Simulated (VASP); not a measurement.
# InP (F-43m) in VASP: notebook

InP is run at these levels: PBE, RPBE+D4, PBE exchange alone; tasks: single point.

Everything below comes from runs of VASP 6.6.1. Logs are shortened: lines on timing, memory, paths and dates and some standing lists are left out, and cuts for length are marked.

### 1 The cell of the first run

Symmetry: F-43m, No. 216, cubic system. Conventional cell: a = 5.861 Å, b = 5.861 Å, c = 5.861 Å, α = 90.00°, β = 90.00°, γ = 90.00°. Within 3.3 Å of In (site symmetry -43m) lie 4 P at 2.54 Å. Within 3.3 Å of P (site symmetry -43m) lie 4 In at 2.54 Å.

### 2 Single point, PBE

INCAR reads:

```
SYSTEM = InP
PREC     = Accurate       ! precision mode
ENCUT    = 520            ! plane-wave cutoff, eV
EDIFF    = 1E-6           ! SCF threshold, eV
ISMEAR   = -1             ! smearing method
SIGMA    = 0.05           ! smearing width, eV
LREAL    = .False.        ! projectors in reciprocal space
LASPH    = .True.         ! aspherical terms in the spheres
NELM     = 100            ! most SCF steps
ALGO     = Normal         ! electronic algorithm
ISIF     = 2              ! what is computed and relaxed
LWAVE    = .False.        ! write WAVECAR
LCHARG   = .True.         ! write CHGCAR
GGA      = PE             ! functional
LELF     = .True.         ! ELF
LVHAR    = .True.       
NBANDS   = 16             ! bands
```

KPOINTS reads:

```
Automatic mesh
0
Gamma
  6 6 6
  0 0 0
```

POSCAR reads:

```
InP
1.0
    0.0000000000      2.9305000000      2.9305000000
    2.9305000000      0.0000000000      2.9305000000
    2.9305000000      2.9305000000      0.0000000000
In P
1 1
Direct
    0.0000000000      0.0000000000      0.0000000000
    0.7500000000      0.7500000000      0.7500000000
```

Potentials or basis: VASP PAW PBE potentials, release 64 (In_d, P).

Started as:

```
$ cat potpaw_PBE.64/In_d/POTCAR potpaw_PBE.64/P/POTCAR > POTCAR
$ mpirun -np 1 vasp_std > vasp.out
```

OUTCAR:

```text
SYSTEM = InP
   PREC = Accurate
   ENCUT = 520
   EDIFF = 1E-6
   ISMEAR = -1
   LREAL = .False.
   LASPH = .True.
   NELM = 100
   ISIF = 2
   GGA = PE

 ion  position               nearest neighbor table
   1  0.000  0.000  0.000-   2 2.54   2 2.54   2 2.54   2 2.54
   2  0.750  0.750  0.750-   1 2.54   1 2.54   1 2.54   1 2.54

  LATTYP: Found a face centered cubic cell.
 ALAT       =     5.8610000000

  Lattice vectors:

 A1 = (   0.0000000000,   2.9305000000,   2.9305000000)
 A2 = (   2.9305000000,   0.0000000000,   2.9305000000)
 A3 = (   2.9305000000,   2.9305000000,   0.0000000000)

Analysis of symmetry for initial positions (statically):
=====================================================================
 Subroutine PRICEL returns:
 Original cell was already a primitive cell.

 Routine SETGRP: Setting up the symmetry group for a
 face centered cubic supercell.

 Subroutine GETGRP returns: Found 24 space group operations
 (whereof 24 operations were pure point group operations)
 out of a pool of 48 trial point group operations.

The static configuration has the point symmetry T_d .

Analysis of symmetry for dynamics (positions and initial velocities):
=====================================================================
 Subroutine PRICEL returns:
 Original cell was already a primitive cell.

 Routine SETGRP: Setting up the symmetry group for a
 face centered cubic supercell.

 Subroutine GETGRP returns: Found 24 space group operations
 (whereof 24 operations were pure point group operations)
 out of a pool of 48 trial point group operations.

The dynamic configuration has the point symmetry T_d .

 Subroutine INISYM returns: Found 24 space group operations
 (whereof 24 operations are pure point group operations),
 and found     1 'primitive' translations

----------------------------------------------------------------------------------------

                                     Primitive cell

  volume of cell :      50.3333

  direct lattice vectors                    reciprocal lattice vectors
     0.000000000  2.930500000  2.930500000    -0.170619348  0.170619348  0.170619348
     2.930500000  0.000000000  2.930500000     0.170619348 -0.170619348  0.170619348
     2.930500000  2.930500000  0.000000000     0.170619348  0.170619348 -0.170619348

  length of vectors
     4.144352845  4.144352845  4.144352845     0.295521380  0.295521380  0.295521380

  position of ions in fractional coordinates (direct lattice)
     0.000000000  0.000000000  0.000000000
     0.750000000  0.750000000  0.750000000

  ion indices of the primitive-cell ions
   primitive index   ion index
                 1           1
                 2           2

----------------------------------------------------------------------------------------

 KPOINTS: Automatic mesh

Automatic generation of k-mesh.
 Grid dimensions read from file:
 generate k-points for:    6    6    6

 Generating k-lattice:

  Cartesian coordinates                     Fractional coordinates (reciprocal lattice)
    -0.028436558  0.028436558  0.028436558     0.166666667  0.000000000  0.000000000
     0.028436558 -0.028436558  0.028436558     0.000000000  0.166666667  0.000000000
     0.028436558  0.028436558 -0.028436558     0.000000000  0.000000000  0.166666667

  Length of vectors
     0.049253563  0.049253563  0.049253563

  Shift w.r.t. Gamma in fractional coordinates (k-lattice)
     0.000000000  0.000000000  0.000000000

 Subroutine IBZKPT returns following result:
 ===========================================

 Found     16 irreducible k-points:

 Following reciprocal coordinates:
            Coordinates               Weight
  0.000000  0.000000  0.000000      1.000000
  0.166667  0.000000  0.000000      8.000000
  0.333333  0.000000  0.000000      8.000000
  0.500000  0.000000  0.000000      4.000000
  0.166667  0.166667  0.000000      6.000000
  0.333333  0.166667  0.000000     24.000000
[... 8 lines left out ...]
 -0.333333  0.333333  0.166667     24.000000
 -0.333333  0.500000  0.166667     12.000000
   k-points           NKPTS =     16   k-points in BZ     NKDIM =     16   number of bands    NBANDS=     16
   number of dos      NEDOS =    301   number of ions     NIONS =      2
   total plane-waves  NPLWV =  32768
   dimension x,y,z NGX =    32 NGY =   32 NGZ =   32
   dimension x,y,z NGXF=    64 NGYF=   64 NGZF=   64
   ions per type =               1   1
   NGX,Y,Z   is equivalent  to a cutoff of  12.84, 12.84, 12.84 a.u.
   NGXF,Y,Z  is equivalent  to a cutoff of  25.67, 25.67, 25.67 a.u.
 SYSTEM =  InP
   PREC   = accura    normal or accurate (medium, high low for compatibility)
   ISTART =      0    job   : 0-new  1-cont  2-samecut
   ICHARG =      2    charge: 1-file 2-atom 10-const
   ISPIN  =      1    spin polarized calculation?
   LNONCOLLINEAR =      F non collinear calculations
   LSORBIT =      F    spin-orbit coupling
   LASPH  =      T    aspherical Exc in radial PAW
   ENCUT  =  520.0 eV  38.22 Ry    6.18 a.u.   7.71  7.71  7.71*2*pi/ulx,y,z
   NELM   =    100;   NELMIN=  2; NELMDL= -5     # of ELM steps
   EDIFF  = 0.1E-05   stopping-criterion for ELM
   LREAL  =      F    real-space projection
   EDIFFG = 0.1E-04   stopping-criterion for IOM
   NSW    =      0    number of steps for IOM
   IBRION =     -1    ionic relax: 0-MD 1-quasi-New 2-CG
   NFREE  =      0    steps in history (QN), initial steepest desc. (CG)
   ISIF   =      2    stress and relaxation
   ISYM   =      2    0-nonsym 1-usesym 2-fastsym
   POTIM  = 0.5000    time-step for ionic-motion
   TEBEG  =    0.0;   TEEND  =   0.0 temperature during run
   PSTRESS=    0.0 pullay stress
   NELECT =      18.0000    total number of electrons
   NUPDOWN=      -1.0000    fix difference up-down
   EMIN   =  10.00;   EMAX   =-10.00  energy-range for DOS
   EFERMI =   0.00;   METHOD = LEGACY
   ISMEAR =    -1;   SIGMA  =   0.05  broadening in eV -4-tet -1-fermi 0-gaus
   EFERMI_NEDOS =   21; number of points for ismear=-14 and -15
   IALGO  =     38    algorithm
   IMIX   =      4    mixing-type and parameters
     AMIX     =   0.40;   BMIX     =  1.00
     AMIX_MAG =   1.60;   BMIX_MAG =  1.00
  volume/ion in A,a.u.               =      25.17       169.83
  Fermi-wavevector in a.u.,A,eV,Ry     =   1.162021  2.195901 18.371846  1.350293
  Thomas-Fermi vector in A             =   2.298587
   LORBIT       =      0    0 simple, 1 ext, 2 COOP (PROOUT), +10 PAW based schemes
   GGA     = PE    functional components
   LHFCALC =     F    Hartree Fock is set to
   AEXX    =    0.0000 exact exchange contribution
   IVDW    =     0    specifies the selected vdW correction
   LEPSILON=     F    determine dielectric tensor
   LRPA    =     F    only Hartree local field effects (RPA)
 non-spin polarized calculation
  energy-cutoff  :      520.00
  volume of cell :       50.33
 maximum number of plane-waves:      1380
   NGX = 15   NGY = 15   NGZ = 15

 number of electron      18.0000005 magnetization

 Free energy of the ion-electron system (eV)
  ---------------------------------------------------
  ext. energy  EPLUGINS =         0.00000000
  ---------------------------------------------------
  free energy    TOTEN  =        -8.37009147 eV

  energy without entropy =       -8.37008065  energy(sigma->0) =       -8.37008606

 E-fermi :   5.5778     XC(G=0):  -9.2805

 val. band max:        5.1949375133   @ k =   0.0000   0.0000   0.0000
 cond. band min:       5.9049577664   @ k =   0.0000   0.0000   0.0000
 fundamental gap:      0.7100202531
 Fermi energy:         5.5777515273

 k-point     1 :       0.0000    0.0000    0.0000
  band No.  band energies     occupation
      1      -8.9980      2.00000
      2      -8.9980      2.00000
      3      -8.9980      2.00000
      4      -8.8462      2.00000
      5      -8.8462      2.00000
      6      -6.3231      2.00000
[... 8 lines left out ...]
     15      14.6412      0.00000
     16      14.6412      0.00000

 k-point     2 :       0.1667    0.0000    0.0000
  band No.  band energies     occupation
      1      -9.0299      2.00000
      2      -8.9855      2.00000
      3      -8.9855      2.00000
      4      -8.8458      2.00000
      5      -8.8458      2.00000
      6      -6.0098      2.00000
[... 8 lines left out ...]
     15      13.8121      0.00000
     16      14.6799      0.00000

 k-point     3 :       0.3333    0.0000    0.0000
  band No.  band energies     occupation
      1      -9.0890      2.00000
      2      -8.9658      2.00000
      3      -8.9658      2.00000
      4      -8.8393      2.00000
      5      -8.8393      2.00000
      6      -5.2011      2.00000
[... 8 lines left out ...]
     15      14.2928      0.00000
     16      14.2928      0.00000

 k-point     4 :       0.5000    0.0000    0.0000
  band No.  band energies     occupation
      1      -9.1168      2.00000
      2      -8.9591      2.00000
      3      -8.9591      2.00000
      4      -8.8326      2.00000
      5      -8.8326      2.00000
      6      -4.5981      2.00000
[... 8 lines left out ...]
     15      15.8359      0.00000
     16      15.8359      0.00000

 k-point     5 :       0.1667    0.1667    0.0000
  band No.  band energies     occupation
      1      -9.0523      2.00000
      2      -8.9727      2.00000
      3      -8.9727      2.00000
      4      -8.8570      2.00000
      5      -8.8375      2.00000
      6      -5.9069      2.00000
[... 8 lines left out ...]
     15      14.8885      0.00000
     16      15.7111      0.00000

 k-point     6 :       0.3333    0.1667    0.0000
  band No.  band energies     occupation
      1      -9.0985      2.00000
      2      -8.9550      2.00000
      3      -8.9498      2.00000
      4      -8.8617      2.00000
      5      -8.8298      2.00000
      6      -5.2554      2.00000
[... 8 lines left out ...]
     15      15.1569      0.00000
     16      15.9631      0.00000

 k-point     7 :       0.5000    0.1667    0.0000
  band No.  band energies     occupation
      1      -9.1248      2.00000
      2      -8.9508      2.00000
      3      -8.9410      2.00000
      4      -8.8502      2.00000
      5      -8.8293      2.00000
      6      -4.4803      2.00000
[... 8 lines left out ...]
     15      15.8884      0.00000
     16      16.1792      0.00000

 k-point     8 :      -0.3333    0.1667    0.0000
  band No.  band energies     occupation
      1      -9.1126      2.00000
      2      -8.9541      2.00000
      3      -8.9485      2.00000
      4      -8.8433      2.00000
      5      -8.8389      2.00000
      6      -4.6973      2.00000
[... 8 lines left out ...]
     15      15.2530      0.00000
     16      16.3400      0.00000

 k-point     9 :      -0.1667    0.1667    0.0000
  band No.  band energies     occupation
      1      -9.0702      2.00000
      2      -8.9709      2.00000
      3      -8.9652      2.00000
      4      -8.8514      2.00000
      5      -8.8387      2.00000
      6      -5.5254      2.00000
[... 8 lines left out ...]
     15      14.6556      0.00000
     16      16.1527      0.00000

 k-point    10 :       0.3333    0.3333    0.0000
  band No.  band energies     occupation
      1      -9.1433      2.00000
      2      -8.9205      2.00000
      3      -8.9205      2.00000
      4      -8.8831      2.00000
      5      -8.8199      2.00000
      6      -4.8218      2.00000
[... 8 lines left out ...]
     15      15.5189      0.00000
     16      18.5650      0.00000

 k-point    11 :       0.5000    0.3333    0.0000
  band No.  band energies     occupation
      1      -9.1602      2.00000
      2      -8.9173      2.00000
      3      -8.9076      2.00000
      4      -8.8810      2.00000
      5      -8.8191      2.00000
      6      -4.1656      2.00000
[... 8 lines left out ...]
     15      16.0523      0.00000
     16      17.2210      0.00000

 k-point    12 :      -0.3333    0.3333    0.0000
  band No.  band energies     occupation
      1      -9.1408      2.00000
      2      -8.9371      2.00000
      3      -8.9186      2.00000
      4      -8.8603      2.00000
      5      -8.8342      2.00000
      6      -4.0906      2.00000
[... 8 lines left out ...]
     15      14.4082      0.00000
     16      18.3506      0.00000

 k-point    13 :       0.5000    0.5000    0.0000
  band No.  band energies     occupation
      1      -9.1830      2.00000
      2      -8.8975      2.00000
      3      -8.8934      2.00000
      4      -8.8934      2.00000
      5      -8.8111      2.00000
      6      -3.9436      2.00000
[... 8 lines left out ...]
     15      15.9568      0.00000
     16      17.0099      0.00000

 k-point    14 :       0.5000    0.3333    0.1667
  band No.  band energies     occupation
      1      -9.1300      2.00000
      2      -8.9436      2.00000
      3      -8.9250      2.00000
      4      -8.8657      2.00000
      5      -8.8279      2.00000
      6      -4.5712      2.00000
[... 8 lines left out ...]
     15      16.3098      0.00000
     16      16.9327      0.00000

 k-point    15 :      -0.3333    0.3333    0.1667
  band No.  band energies     occupation
      1      -9.1397      2.00000
      2      -8.9441      2.00000
      3      -8.9143      2.00000
      4      -8.8601      2.00000
      5      -8.8328      2.00000
      6      -4.0895      2.00000
[... 8 lines left out ...]
     15      16.2977      0.00000
     16      16.7647      0.00000

 k-point    16 :      -0.3333    0.5000    0.1667
  band No.  band energies     occupation
      1      -9.1591      2.00000
      2      -8.9257      2.00000
      3      -8.9015      2.00000
      4      -8.8745      2.00000
      5      -8.8243      2.00000
      6      -3.8847      2.00000
[... 8 lines left out ...]
     15      16.4504      0.00000
     16      17.1630      0.00000

------------------------ aborting loop because EDIFF is reached ----------------------------------------

  FORCE on cell =-STRESS in cart. coord.  units (eV):
  Direction    XX          YY          ZZ          XY          YZ          ZX
  --------------------------------------------------------------------------------------
  -------------------------------------------------------------------------------------
  Total        1.0294934      1.0294934      1.0294934      0.0000000      0.0000000      0.0000000
  in kB       32.7701922     32.7701922     32.7701922      0.0000000      0.0000000      0.0000000
  external PRESSURE =      32.7701922 kB  Pullay stress =       0.0000000 kB

 VOLUME and BASIS-vectors are now :
 -----------------------------------------------------------------------------
  energy-cutoff  :      520.00
  volume of cell :       50.33
      direct lattice vectors                 reciprocal lattice vectors
     0.000000000  2.930500000  2.930500000    -0.170619348  0.170619348  0.170619348
     2.930500000  0.000000000  2.930500000     0.170619348 -0.170619348  0.170619348
     2.930500000  2.930500000  0.000000000     0.170619348  0.170619348 -0.170619348

 POSITION                                       TOTAL-FORCE (eV/Angst)
 -----------------------------------------------------------------------------------
      0.00000      0.00000      0.00000        -0.000000     -0.000000     -0.000000
      4.39575      4.39575      4.39575         0.000000      0.000000      0.000000
 -----------------------------------------------------------------------------------
    total drift:                                0.000000      0.000000      0.000000

  FREE ENERGIE OF THE ION-ELECTRON SYSTEM (eV)
  ---------------------------------------------------
  free  energy   TOTEN  =        -8.3700914749 eV

  energy  without entropy=       -8.3700806487  energy(sigma->0) =       -8.37008606
```

Wall time 9.3 s (1 thread of Intel Xeon 6975P-C (Granite Rapids), shared host); peak memory 0.17 GiB.

Results:

| Quantity | Value |
| --- | --- |
| Free energy | -8.3701 eV |
| Pressure | 3.3 GPa |
| Band gap on the k mesh | 0.71 eV, direct |

Caveat: spin-orbit coupling is left out, which moves the levels of the heavy elements. Expect the measured gap to be larger: semilocal functionals such as PBE lack the derivative discontinuity.

[end of part 1 of 2]
